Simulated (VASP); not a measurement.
GaP, 2 atoms in the cell. Symmetry: F-43m, No. 216, cubic system. The conventional cell has a = 5.287 Å, b = 5.287 Å, c = 5.287 Å, α = 90.00°, β = 90.00°, γ = 90.00°. Within 3.0 Å of Ga (site symmetry -43m) lie 4 P at 2.29 Å. Within 3.0 Å of P (site symmetry -43m) lie 4 Ga at 2.29 Å.  This cell differs from its parent crystal: strain -3.0%.

* Program: VASP 6.6.1
* Task: single point
* Functional: HSE06
* Potentials or basis: VASP PAW PBE potentials, release 64 (Ga_d, P)
* Cutoff: 520 eV
* k mesh: 6 × 6 × 6
* Occupations: gaussian, width 0.01 eV
* Spin: no spin polarisation
* Dipole correction: no
* Grid for exact exchange (PRECFOCK): Normal
* Further INCAR settings: ALGO = Normal; EDIFF = 1e-06; NBANDS = 16
* Screening parameter: 0.2079 1/Å

Potentials or basis: VASP PAW PBE potentials, release 64 (Ga_d, P).

Launch:

```bash
$ cat potpaw_PBE.64/Ga_d/POTCAR potpaw_PBE.64/P/POTCAR > POTCAR
$ cp INCAR.step1 INCAR
$ mpirun -np 1 vasp_std > vasp.out
$ cp INCAR.step2 INCAR
$ mpirun -np 1 vasp_std > vasp.out
```

Hardware: 1 thread of Intel(R) Xeon(R) Platinum 8488C (Sapphire Rapids), with other jobs on the host.

**Question.** Estimate the wall time of this run.

**Answer.** Run time: 31 min on 1 thread of Intel(R) Xeon(R) Platinum 8488C (Sapphire Rapids) (shared host), peak memory 0.28 GiB. Counts: k points 16.
